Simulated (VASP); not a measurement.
Write the native input for VASP 6.6.1 that does the following.

```yaml
Task: single point
Functional: PBE
Potentials_or_basis: VASP PAW PBE potentials, release 64 (Cu, O)
Cutoff: 520 eV
k_mesh: 9 × 9 × 5
Occupations: fermi-dirac, width 0.05 eV
Spin: no spin polarisation
Dipole_correction: no
Further_INCAR_settings: ALGO = Normal; EDIFF = 1e-06; NBANDS = 25
```

The structure of CuO lies in POSCAR:

```
CuO
1.0
    3.2209030567      0.0000000000      0.0000000000
   -1.6104515235      2.7893838657      0.0000000000
    0.0000000000      0.0000000000      5.2750955479
Cu O
2 2
Direct
    0.6666666667      0.3333333333      0.0000000000
    0.3333333333      0.6666666667      0.5000000000
    0.6666666667      0.3333333333      0.6252000000
    0.3333333333      0.6666666667      0.1252000000
```

The input as run:

INCAR

```
SYSTEM = CuO
PREC = Accurate ; ENCUT = 520
EDIFF = 1E-6 ; ISMEAR = -1
SIGMA = 0.05 ; LREAL = .FALSE.
LASPH = .TRUE. ; NELM = 60
ALGO = Normal ; ISIF = 2
LWAVE = .FALSE. ; LCHARG = .FALSE.
GGA = PE ; NBANDS = 25
```

KPOINTS

```
regular mesh
0
G
  9 9 5
  0 0 0
```

Potentials or basis: VASP PAW PBE potentials, release 64 (Cu, O).

Run with:

```bash
$ cat potpaw_PBE.64/Cu/POTCAR potpaw_PBE.64/O/POTCAR > POTCAR
$ mpirun -np 1 vasp_std > vasp.out
```

It gave:

* Pressure: -2.0 GPa
* Largest force: 0.099 eV/Å
* Band gap on the k mesh: zero (bands 17 and 18 overlap by 1.44 eV)

Caveat: semilocal functionals often make such compounds metallic where correlation or magnetic order opens a gap, which also shifts bond lengths.

Wall time 69 s on 1 thread of Intel Xeon 8259CL, on a shared host, peak memory 0.18 GiB.
